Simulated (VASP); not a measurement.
Set up this calculation in VASP 6.6.1, as the native input.

| Property | Result |
| --- | --- |
| Task | single point |
| Functional | PBE |
| Potentials or basis | VASP PAW PBE potentials, release 64 (Sc_sv, La, P) |
| Cutoff | 520 eV |
| k mesh | 6 × 6 × 6 |
| Occupations | methfessel-paxton, width 0.001 eV |
| Spin | no spin polarisation |
| Dipole correction | no |
| Further INCAR settings | ALGO = Normal; EDIFF = 1e-06; NBANDS = 24 |

The structure of LaScP2 lies in POSCAR:

```
LaScP2
1.0
    2.0197128741      1.1660817715      6.5536691555
   -2.0197128741      1.1660817715      6.5536691555
    0.0000000000     -2.3321635431      6.5536691555
Sc La P
1 1 2
Direct
    1.0000000000      0.0000000000      0.0000000000
    0.5000000000      0.5000000000      0.5000000000
    0.2598098302      0.2598098302      0.2598098302
    0.7401901698      0.7401901698      0.7401901698
```

These files were run (other wordings do the same):

INCAR

```
SYSTEM = LaScP2
PREC     = Accurate       ! precision mode
ENCUT    = 520            ! plane-wave cutoff, eV
EDIFF    = 1E-6           ! SCF threshold, eV
ISMEAR   = 1              ! smearing method
SIGMA    = 0.001          ! smearing width, eV
LREAL    = .FALSE.        ! projectors in reciprocal space
LASPH    = .TRUE.         ! aspherical terms in the spheres
NELM     = 100            ! most SCF steps
ALGO     = Normal         ! electronic algorithm
ISIF     = 2              ! what is computed and relaxed
LWAVE    = .FALSE.        ! write WAVECAR
LCHARG   = .FALSE.        ! write CHGCAR
GGA      = PE             ! functional
NBANDS   = 24             ! bands
```

KPOINTS

```
regular mesh
0
G
  6 6 6
  0 0 0
```

Potentials or basis: VASP PAW PBE potentials, release 64 (Sc_sv, La, P).

Command:

```console
$ cat potpaw_PBE.64/Sc_sv/POTCAR potpaw_PBE.64/La/POTCAR potpaw_PBE.64/P/POTCAR > POTCAR
$ mpirun -np 1 vasp_std > vasp.out
```

It gave:

```
Pressure               : -0.5 GPa
Largest force          : 0.017 eV/Å
Band gap on the k mesh : zero (band 16 reaches 6.47 eV, above the bottom of band 17 at 5.75 eV)
```

Caveat: spin-orbit coupling is left out, which moves the levels of the heavy elements.

Run time: 2.3 min on 1 thread of Intel(R) Xeon(R) 6975P-C (Granite Rapids), with other jobs on the host, peak memory 0.45 GiB.
